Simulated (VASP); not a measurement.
# AlN (Fm-3m) in VASP: a series of runs

Runs on AlN. Level: PBE. Tasks: single point.

All numbers are computed with VASP 6.6.1; they aren't measurements. Logs are shortened: lines on timing, memory, paths and dates and some standing lists are left out, and cuts for length are marked.

## 1. The cell of the first run

The structure is cubic, space group Fm-3m (No. 225). The conventional cell has a = 4.038 Å, b = 4.038 Å, c = 4.038 Å, α = 90.00°, β = 90.00°, γ = 90.00°. Al (site symmetry m-3m) has 6 N at 2.02 Å within 2.7 Å. Within 2.7 Å of N (site symmetry m-3m) lie 6 Al at 2.02 Å.

## 2. Single point, PBE

Input file INCAR:

```
ALGO = Normal
EDIFF = 1E-7
ENCUT = 520
GGA = PE
ISIF = 2
ISMEAR = 0
LASPH = True
LCHARG = False
LREAL = False
LWAVE = False
NBANDS = 11
NELM = 60
PREC = Accurate
SIGMA = 0.01
```

Input file KPOINTS:

```
k-points
0
Gamma
  6 6 6
```

Input file POSCAR:

```
AlN
1.0
    0.0000000000      2.0188684454      2.0188684454
    2.0188684454      0.0000000000      2.0188684454
    2.0188684454      2.0188684454      0.0000000000
Al N
1 1
Direct
    0.0000000000      0.0000000000      0.0000000000
    0.5000000000      0.5000000000      0.5000000000
```

Potentials or basis: VASP PAW PBE potentials, release 64 (Al, N).

Launch:

```
$ cat potpaw_PBE.64/Al/POTCAR potpaw_PBE.64/N/POTCAR > POTCAR
$ mpirun -np 1 vasp_std > vasp.out
```

OUTCAR:

```text
EDIFF = 1E-7
   ENCUT = 520
   GGA = PE
   ISIF = 2
   ISMEAR = 0
   LASPH = True
   LREAL = False
   NELM = 60
   PREC = Accurate

 ion  position               nearest neighbor table
   1  0.000  0.000  0.000-   2 2.02   2 2.02   2 2.02   2 2.02   2 2.02   2 2.02
   2  0.500  0.500  0.500-   1 2.02   1 2.02   1 2.02   1 2.02   1 2.02   1 2.02

  LATTYP: Found a face centered cubic cell.
 ALAT       =     4.0377368908

  Lattice vectors:

 A1 = (   0.0000000000,   2.0188684454,   2.0188684454)
 A2 = (   2.0188684454,   0.0000000000,   2.0188684454)
 A3 = (   2.0188684454,   2.0188684454,   0.0000000000)

Analysis of symmetry for initial positions (statically):
=====================================================================
 Subroutine PRICEL returns:
 Original cell was already a primitive cell.

 Routine SETGRP: Setting up the symmetry group for a
 face centered cubic supercell.

 Subroutine GETGRP returns: Found 48 space group operations
 (whereof 48 operations were pure point group operations)
 out of a pool of 48 trial point group operations.

The static configuration has the point symmetry O_h .

Analysis of symmetry for dynamics (positions and initial velocities):
=====================================================================
 Subroutine PRICEL returns:
 Original cell was already a primitive cell.

 Routine SETGRP: Setting up the symmetry group for a
 face centered cubic supercell.

 Subroutine GETGRP returns: Found 48 space group operations
 (whereof 48 operations were pure point group operations)
 out of a pool of 48 trial point group operations.

The dynamic configuration has the point symmetry O_h .

 Subroutine INISYM returns: Found 48 space group operations
 (whereof 48 operations are pure point group operations),
 and found     1 'primitive' translations

----------------------------------------------------------------------------------------

                                     Primitive cell

  volume of cell :      16.4571

  direct lattice vectors                    reciprocal lattice vectors
     0.000000000  2.018868445  2.018868445    -0.247663488  0.247663488  0.247663488
     2.018868445  0.000000000  2.018868445     0.247663488 -0.247663488  0.247663488
     2.018868445  2.018868445  0.000000000     0.247663488  0.247663488 -0.247663488

  length of vectors
     2.855111136  2.855111136  2.855111136     0.428965744  0.428965744  0.428965744

  position of ions in fractional coordinates (direct lattice)
     0.000000000  0.000000000  0.000000000
     0.500000000  0.500000000  0.500000000

  ion indices of the primitive-cell ions
   primitive index   ion index
                 1           1
                 2           2

----------------------------------------------------------------------------------------

 KPOINTS: k-points

Automatic generation of k-mesh.
 Grid dimensions read from file:
 generate k-points for:    6    6    6

 Generating k-lattice:

  Cartesian coordinates                     Fractional coordinates (reciprocal lattice)
    -0.041277248  0.041277248  0.041277248     0.166666667  0.000000000  0.000000000
     0.041277248 -0.041277248  0.041277248     0.000000000  0.166666667  0.000000000
     0.041277248  0.041277248 -0.041277248     0.000000000  0.000000000  0.166666667

  Length of vectors
     0.071494291  0.071494291  0.071494291

  Shift w.r.t. Gamma in fractional coordinates (k-lattice)
     0.000000000  0.000000000  0.000000000

 Subroutine IBZKPT returns following result:
 ===========================================

 Found     16 irreducible k-points:

 Following reciprocal coordinates:
            Coordinates               Weight
  0.000000  0.000000  0.000000      1.000000
  0.166667  0.000000  0.000000      8.000000
  0.333333  0.000000  0.000000      8.000000
  0.500000  0.000000  0.000000      4.000000
  0.166667  0.166667  0.000000      6.000000
  0.333333  0.166667  0.000000     24.000000
[... 8 lines left out ...]
 -0.333333  0.333333  0.166667     24.000000
 -0.333333  0.500000  0.166667     12.000000
   k-points           NKPTS =     16   k-points in BZ     NKDIM =     16   number of bands    NBANDS=     11
   number of dos      NEDOS =    301   number of ions     NIONS =      2
   total plane-waves  NPLWV =  13824
   dimension x,y,z NGX =    24 NGY =   24 NGZ =   24
   dimension x,y,z NGXF=    48 NGYF=   48 NGZF=   48
   ions per type =               1   1
   NGX,Y,Z   is equivalent  to a cutoff of  13.97, 13.97, 13.97 a.u.
   NGXF,Y,Z  is equivalent  to a cutoff of  27.95, 27.95, 27.95 a.u.
 SYSTEM =  unknown system
   PREC   = accura    normal or accurate (medium, high low for compatibility)
   ISTART =      0    job   : 0-new  1-cont  2-samecut
   ICHARG =      2    charge: 1-file 2-atom 10-const
   ISPIN  =      1    spin polarized calculation?
   LNONCOLLINEAR =      F non collinear calculations
   LSORBIT =      F    spin-orbit coupling
   LASPH  =      T    aspherical Exc in radial PAW
   ENCUT  =  520.0 eV  38.22 Ry    6.18 a.u.   5.31  5.31  5.31*2*pi/ulx,y,z
   NELM   =     60;   NELMIN=  2; NELMDL= -5     # of ELM steps
   EDIFF  = 0.1E-06   stopping-criterion for ELM
   LREAL  =      F    real-space projection
   EDIFFG = 0.1E-05   stopping-criterion for IOM
   NSW    =      0    number of steps for IOM
   IBRION =     -1    ionic relax: 0-MD 1-quasi-New 2-CG
   NFREE  =      0    steps in history (QN), initial steepest desc. (CG)
   ISIF   =      2    stress and relaxation
   ISYM   =      2    0-nonsym 1-usesym 2-fastsym
   POTIM  = 0.5000    time-step for ionic-motion
   TEBEG  =    0.0;   TEEND  =   0.0 temperature during run
   PSTRESS=    0.0 pullay stress
   NELECT =       8.0000    total number of electrons
   NUPDOWN=      -1.0000    fix difference up-down
   EMIN   =  10.00;   EMAX   =-10.00  energy-range for DOS
   EFERMI =   0.00;   METHOD = LEGACY
   ISMEAR =     0;   SIGMA  =   0.01  broadening in eV -4-tet -1-fermi 0-gaus
   EFERMI_NEDOS =   21; number of points for ismear=-14 and -15
   IALGO  =     38    algorithm
   IMIX   =      4    mixing-type and parameters
     AMIX     =   0.40;   BMIX     =  1.00
     AMIX_MAG =   1.60;   BMIX_MAG =  1.00
  volume/ion in A,a.u.               =       8.23        55.53
  Fermi-wavevector in a.u.,A,eV,Ry     =   1.287222  2.432497 22.544046  1.656941
  Thomas-Fermi vector in A             =   2.419249
   LORBIT       =      0    0 simple, 1 ext, 2 COOP (PROOUT), +10 PAW based schemes
   GGA     = PE    functional components
   LHFCALC =     F    Hartree Fock is set to
   AEXX    =    0.0000 exact exchange contribution
   IVDW    =     0    specifies the selected vdW correction
   LEPSILON=     F    determine dielectric tensor
   LRPA    =     F    only Hartree local field effects (RPA)
 non-spin polarized calculation
 Gauss-broadening in eV      SIGMA  =   0.01
  energy-cutoff  :      520.00
  volume of cell :       16.46
 maximum number of plane-waves:       459
 NGX is ok and might be reduce to    24
   NGX = 11   NGY = 11   NGZ = 11

 number of electron       7.9999999 magnetization

 Free energy of the ion-electron system (eV)
  ---------------------------------------------------
  ext. energy  EPLUGINS =         0.00000000
  ---------------------------------------------------
  free energy    TOTEN  =       -14.53321936 eV

  energy without entropy =      -14.53321936  energy(sigma->0) =      -14.53321936

 E-fermi :  10.1739     XC(G=0): -12.3037

 val. band max:       10.0213058007   @ k =   0.0000   0.0000   0.0000
 cond. band min:      14.6623451609   @ k =   0.5000   0.5000   0.0000
 fundamental gap:      4.6410393602
 Fermi energy:        10.1738709518

 k-point     1 :       0.0000    0.0000    0.0000
  band No.  band energies     occupation
      1      -7.5704      2.00000
      2      10.0213      2.00000
      3      10.0213      2.00000
      4      10.0213      2.00000
      5      15.7579      0.00000
      6      22.1974      0.00000
      7      22.1974      0.00000
      8      22.1974      0.00000
      9      27.3496      0.00000
     10      27.8367      0.00000
     11      27.8367      0.00000

 k-point     2 :       0.1667    0.0000    0.0000
  band No.  band energies     occupation
      1      -7.0056      2.00000
      2       7.6238      2.00000
      3       9.7098      2.00000
      4       9.7098      2.00000
      5      16.9126      0.00000
      6      20.7891      0.00000
      7      22.7404      0.00000
      8      22.7404      0.00000
      9      25.6234      0.00000
     10      25.6234      0.00000
     11      27.9494      0.00000

 k-point     3 :       0.3333    0.0000    0.0000
  band No.  band energies     occupation
      1      -5.4981      2.00000
      2       3.7906      2.00000
      3       9.1730      2.00000
      4       9.1730      2.00000
      5      16.5746      0.00000
      6      21.6961      0.00000
      7      21.6961      0.00000
      8      22.2119      0.00000
      9      26.6062      0.00000
     10      27.8987      0.00000
     11      27.8987      0.00000

 k-point     4 :       0.5000    0.0000    0.0000
  band No.  band energies     occupation
      1      -4.2920      2.00000
      2       1.6892      2.00000
      3       8.9369      2.00000
      4       8.9369      2.00000
      5      16.1798      0.00000
      6      21.0496      0.00000
      7      21.0496      0.00000
      8      23.3842      0.00000
      9      26.1567      0.00000
     10      30.7440      0.00000
     11      30.7440      0.00000
[... 127 lines left out ...]
 k-point    14 :       0.5000    0.3333    0.1667
  band No.  band energies     occupation
      1      -4.3742      2.00000
      2       4.0065      2.00000
      3       6.1371      2.00000
      4       7.8981      2.00000
      5      18.3188      0.00000
      6      18.9669      0.00000
      7      20.3093      0.00000
      8      24.1417      0.00000
      9      26.8689      0.00000
     10      30.6711      0.00000
     11      33.9159      0.00000

 k-point    15 :      -0.3333    0.3333    0.1667
  band No.  band energies     occupation
      1      -3.4920      2.00000
      2       3.2067      2.00000
      3       5.2722      2.00000
      4       7.3147      2.00000
      5      18.2169      0.00000
      6      19.4073      0.00000
      7      21.6466      0.00000
      8      23.2083      0.00000
      9      28.1244      0.00000
     10      29.2813      0.00000
     11      34.9283      0.00000

 k-point    16 :      -0.3333    0.5000    0.1667
  band No.  band energies     occupation
      1      -3.1857      2.00000
      2       3.3764      2.00000
      3       5.4682      2.00000
      4       6.3455      2.00000
      5      16.9994      0.00000
      6      18.3443      0.00000
      7      22.7036      0.00000
      8      23.7340      0.00000
      9      28.1042      0.00000
     10      31.7019      0.00000
     11      34.9756      0.00000

------------------------ aborting loop because EDIFF is reached ----------------------------------------

  FORCE on cell =-STRESS in cart. coord.  units (eV):
  Direction    XX          YY          ZZ          XY          YZ          ZX
  --------------------------------------------------------------------------------------
  -------------------------------------------------------------------------------------
  Total        0.6279837      0.6279837      0.6279837      0.0000000      0.0000000     -0.0000000
  in kB       61.1371068     61.1371068     61.1371068      0.0000000      0.0000000     -0.0000000
  external PRESSURE =      61.1371068 kB  Pullay stress =       0.0000000 kB

 VOLUME and BASIS-vectors are now :
 -----------------------------------------------------------------------------
  energy-cutoff  :      520.00
  volume of cell :       16.46
      direct lattice vectors                 reciprocal lattice vectors
     0.000000000  2.018868445  2.018868445    -0.247663488  0.247663488  0.247663488
     2.018868445  0.000000000  2.018868445     0.247663488 -0.247663488  0.247663488
     2.018868445  2.018868445  0.000000000     0.247663488  0.247663488 -0.247663488

 POSITION                                       TOTAL-FORCE (eV/Angst)
 -----------------------------------------------------------------------------------
      0.00000      0.00000      0.00000        -0.000000     -0.000000      0.000000
      2.01887      2.01887      2.01887         0.000000      0.000000     -0.000000
 -----------------------------------------------------------------------------------
    total drift:                               -0.000000     -0.000000      0.000000

  FREE ENERGIE OF THE ION-ELECTRON SYSTEM (eV)
  ---------------------------------------------------
  free  energy   TOTEN  =       -14.5332193641 eV

  energy  without entropy=      -14.5332193641  energy(sigma->0) =      -14.53321936
```

Run time: 2.1 s. Hardware: 1 thread of Intel Xeon 6975P-C (Granite Rapids), shared host; peak memory 0.13 GiB.

What came out:

* Free energy: -14.5332 eV
* Pressure: 6.1 GPa
* Band gap on the k mesh: 4.64 eV, indirect (least direct gap 5.74 eV)

Caveat: the k points lie up to 0.45 Å⁻¹ apart. A hybrid or GW would open this gap; PBE tends to underestimate it.

## 3. Single point, PBE

Input file INCAR:

```
  PREC = Accurate
  ENCUT = 520
  EDIFF = 1E-7
  ISMEAR = 0
  SIGMA = 0.01
  LREAL = False
  LASPH = True
  NELM = 100
  ALGO = Normal
  ISIF = 2
  LWAVE = False
  LCHARG = True
  GGA = PE
  LELF = True
  LVHAR = True
  NBANDS = 11
```

Input file KPOINTS:

```
regular mesh
0
Gamma
  8 8 8
```

POSCAR is that of step 2.

Potentials or basis: VASP PAW PBE potentials, release 64 (Al, N).

Launch:

```
$ cat potpaw_PBE.64/Al/POTCAR potpaw_PBE.64/N/POTCAR > POTCAR
$ mpirun -np 1 vasp_std > vasp.out
```

It took 3.6 s on 1 thread of Intel Xeon 6975P-C (Granite Rapids), shared host; peak memory 0.13 GiB.

It converged, with:

| Quantity | Value |
| --- | --- |
| Free energy | -14.5380 eV |
| Pressure | 6.1 GPa |
| Band gap on the k mesh | 4.65 eV, indirect (least direct gap 5.74 eV) |

Levels at points of the mesh, in eV from the valence-band top:
```csv
k point,band 1,band 2,band 3,band 4,band 5,band 6,band 7,band 8,band 9
"(0.00, 0.00, 0.00)",-17.59,0.00,0.00,0.00,5.74,12.18,12.18,12.18,17.33
"(0.50, 0.00, 0.00)",-14.31,-8.33,-1.08,-1.08,6.16,11.03,11.03,13.36,16.14
"(0.50, 0.50, 0.00)",-13.33,-7.41,-2.81,-2.81,4.65,5.30,14.10,17.31,17.31
```
